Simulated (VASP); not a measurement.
# W (Im-3m) in VASP: further runs, part 2 of 2

VASP 6.6.1.

### Step 3. Electric field gradients, r2SCAN

POSCAR

```
W
1.0
   -1.5973000000      1.5973000000      1.5973000000
    1.5973000000     -1.5973000000      1.5973000000
    1.5973000000      1.5973000000     -1.5973000000
W
1
Direct
    0.0000000000      0.0000000000      0.0000000000
```

INCAR.step1

```
PREC = Accurate
ENCUT = 520
ISMEAR = -1
SIGMA = 0.03
LREAL = False
LASPH = True
NELM = 100
NBANDS = 13
GGA = PE
ALGO = Normal
EDIFF = 1E-4
LWAVE = True
LCHARG = False
```

INCAR.step2

```
PREC = Accurate
ENCUT = 520
EDIFF = 1E-8
ISMEAR = -1
SIGMA = 0.03
LREAL = False
LASPH = True
NELM = 100
ALGO = Normal
ISIF = 2
LWAVE = False
LCHARG = False
METAGGA = R2SCAN
LMIXTAU = True
LEFG = True
NBANDS = 13
ISTART = 1
```

KPOINTS

```
Automatic mesh
0
Gamma
  14 14 14
```

Potentials or basis: VASP PAW PBE potentials, release 64 (W_sv).

Command:

```console
cat potpaw_PBE.64/W_sv/POTCAR > POTCAR
cp INCAR.step1 INCAR
mpirun -np 1 vasp_std > vasp.out
cp INCAR.step2 INCAR
mpirun -np 1 vasp_std > vasp.out
```

OUTCAR:

```text
PREC = Accurate
   ENCUT = 520
   EDIFF = 1E-8
   ISMEAR = -1
   LREAL = False
   LASPH = True
   NELM = 100
   ISIF = 2
   METAGGA = R2SCAN
   ISTART = 1

 ion  position               nearest neighbor table
   1  0.000  0.000  0.000-

  LATTYP: Found a body centered cubic cell.
 ALAT       =     3.1946000000

  Lattice vectors:

 A1 = (  -1.5973000000,   1.5973000000,   1.5973000000)
 A2 = (   1.5973000000,  -1.5973000000,   1.5973000000)
 A3 = (   1.5973000000,   1.5973000000,  -1.5973000000)

Analysis of symmetry for initial positions (statically):
=====================================================================
 Subroutine PRICEL returns:
 Original cell was already a primitive cell.

 Routine SETGRP: Setting up the symmetry group for a
 body centered cubic supercell.

[... 565 lines left out ...]
  external PRESSURE =     -60.1887604 kB  Pullay stress =       0.0000000 kB

 VOLUME and BASIS-vectors are now :
 -----------------------------------------------------------------------------
  energy-cutoff  :      520.00
  volume of cell :       16.30
      direct lattice vectors                 reciprocal lattice vectors
    -1.597300000  1.597300000  1.597300000     0.000000000  0.313028235  0.313028235
     1.597300000 -1.597300000  1.597300000     0.313028235  0.000000000  0.313028235
     1.597300000  1.597300000 -1.597300000     0.313028235  0.313028235  0.000000000

 POSITION                                       TOTAL-FORCE (eV/Angst)
 -----------------------------------------------------------------------------------
      0.00000      0.00000      0.00000        -0.000000     -0.000000     -0.000000
 -----------------------------------------------------------------------------------
    total drift:                                0.000000      0.000000     -0.000000

  FREE ENERGIE OF THE ION-ELECTRON SYSTEM (eV)
  ---------------------------------------------------
  free  energy   TOTEN  =       -51.3405219223 eV

  energy  without entropy=      -51.3387153071  energy(sigma->0) =      -51.33961861

 Electric field gradients (V/A^2)
---------------------------------------------------------------------
 ion       V_xx      V_yy      V_zz      V_xy      V_xz      V_yz
---------------------------------------------------------------------
   1      -0.000     0.000    -0.000    -0.000    -0.000    -0.000
---------------------------------------------------------------------

 Electric field gradients after diagonalization (V/A^2)
 (convention: |V_zz| > |V_xx| > |V_yy|)
----------------------------------------------------------------------
 ion       V_xx      V_yy      V_zz     asymmetry (V_yy - V_xx)/ V_zz
----------------------------------------------------------------------
   1       0.000     0.000    -0.001       0.000
----------------------------------------------------------------------

           NMR quadrupolar parameters

 Cq : quadrupolar parameter    Cq=e*Q*V_zz/h
 eta: asymmetry parameters     (V_yy - V_xx)/ V_zz
 Q  : nuclear electric quadrupole moment in mb (millibarn)
----------------------------------------------------------------------
 ion       Cq(MHz)       eta       Q (mb)
----------------------------------------------------------------------
   1      -0.000       0.000       1.000
----------------------------------------------------------------------
```

OUTCAR.step1:

```text
PREC = Accurate
   ENCUT = 520
   ISMEAR = -1
   LREAL = False
   LASPH = True
   NELM = 100
[... 599 lines left out ...]
 POSITION                                       TOTAL-FORCE (eV/Angst)
 -----------------------------------------------------------------------------------
      0.00000      0.00000      0.00000         0.000000     -0.000000      0.000000
 -----------------------------------------------------------------------------------
    total drift:                               -0.000000      0.000000      0.000000

  FREE ENERGIE OF THE ION-ELECTRON SYSTEM (eV)
  ---------------------------------------------------
  free  energy   TOTEN  =       -12.9475606961 eV

  energy  without entropy=      -12.9455814895  energy(sigma->0) =      -12.94657109
```

OSZICAR.step1:

```text
N       E                     dE             d eps       ncg     rms          rms(c)
DAV:   1     0.863660477245E+02    0.86366E+02   -0.74893E+03  2712   0.123E+03
DAV:   2    -0.118389785253E+02   -0.98205E+02   -0.94074E+02  3054   0.318E+02
DAV:   3    -0.135859129088E+02   -0.17469E+01   -0.17373E+01  2939   0.408E+01
DAV:   4    -0.135934390218E+02   -0.75261E-02   -0.75259E-02  2989   0.294E+00
DAV:   5    -0.135935016990E+02   -0.62677E-04   -0.62677E-04  3009   0.257E-01    0.199E+01
DAV:   6    -0.130847187956E+02    0.50878E+00   -0.43505E-01  2794   0.877E+00    0.776E+00
DAV:   7    -0.129519873254E+02    0.13273E+00   -0.22519E-01  2954   0.599E+00    0.724E-01
DAV:   8    -0.129475477871E+02    0.44395E-02   -0.41049E-03  2774   0.813E-01    0.890E-02
DAV:   9    -0.129475606961E+02   -0.12909E-04   -0.64353E-05  2067   0.101E-01
   1 F= -.12947561E+02 E0= -.12946571E+02  d E =-.197921E-02
```

Run time: 52 s. Hardware: 1 thread of Intel Xeon 6975P-C, shared host; peak memory 0.16 GiB.

Results:

- Free energy: -51.3405 eV
- Pressure: -6.0 GPa
- Band gap on the k mesh: zero (band 7 reaches 16.01 eV, above the bottom of band 8 at 9.65 eV)

Caveat: without QUAD_EFG the Cq values of the log hold for a quadrupole moment of 1 mb, not for the nuclei; the PAW data sets were made with another functional, which shifts forces and pressure a little; spin-orbit coupling is left out, which moves the levels of the heavy elements.

### Step 4. Single point, PBE+U, non-collinear spin, zero start, spin-orbit coupling

INCAR

```
SYSTEM = W
ALGO = Normal
EDIFF = 1E-6
ENCUT = 520
GGA = PE
GGA_COMPAT = .FALSE.
ISIF = 2
ISMEAR = -1
LASPH = .TRUE.
LCHARG = .TRUE.
LDAU = .TRUE.
LDAUJ = 0
LDAUL = 2
LDAUPRINT = 1
LDAUTYPE = 2
LDAUU = 3
LMAXMIX = 4
LNONCOLLINEAR = .TRUE.
LORBIT = 11
LORBMOM = .TRUE.
LREAL = .FALSE.
LSORBIT = .TRUE.
LVHAR = .TRUE.
LWAVE = .FALSE.
MAGMOM = 0 0 0
NBANDS = 25
NELM = 150
PREC = Accurate
SIGMA = 0.03
```

KPOINTS

```
k-points
0
G
  14 14 14
  0 0 0
```

POSCAR is that of step 3.

Command:

```console
cat potpaw_PBE.64/W_sv/POTCAR > POTCAR
mpirun -np 1 vasp_ncl > vasp.out
```

Run time: 64 s. Hardware: 1 thread of Intel Xeon 6975P-C, shared host; peak memory 0.24 GiB.

Results (log left out):

```
Free energy                                           : -10.5714 eV
Pressure                                              : 7.7 GPa
Net moment                                            : 0.00 μB per cell
Valence electrons inside the program's atomic spheres : W 12.01
```

Moments on the atoms (μB; x, y, z):
```
W   0.00 0.00 0.00
```

Caveat: the U is typed as a test and isn't derived for this compound.

### Step 5. Summary

| task | level | spin | U | gap on the mesh (eV) | pressure (GPa) |
| --- | --- | --- | --- | --- | --- |
| electric field gradients | PBEsol | off | - | none | -10.5 |
| electric field gradients | r2SCAN | off | - | none | -6.0 |
| single point | PBE+U | non-collinear, zero start, SOC | W d U = 3.0 eV | - | 7.7 |

Alike in all rows: potentials or basis VASP PAW PBE potentials, release 64 (W_sv); cell as given; k mesh 14 × 14 × 14; cutoff (eV) 520; smearing fermi-dirac 0.03 eV.

The pressure there spans -10.5 GPa (PBEsol) to 7.7 GPa (PBE+U); a positive pressure means that this level wants a larger cell, a negative one a smaller.

Caveats: the PAW data sets were made with another functional, which shifts forces and pressure a little (some runs); spin-orbit coupling is left out, which moves the levels of the heavy elements (some runs); the U is typed as a test and isn't derived for this compound (some runs).

Absolute energies hang on the potentials; compare differences alone.
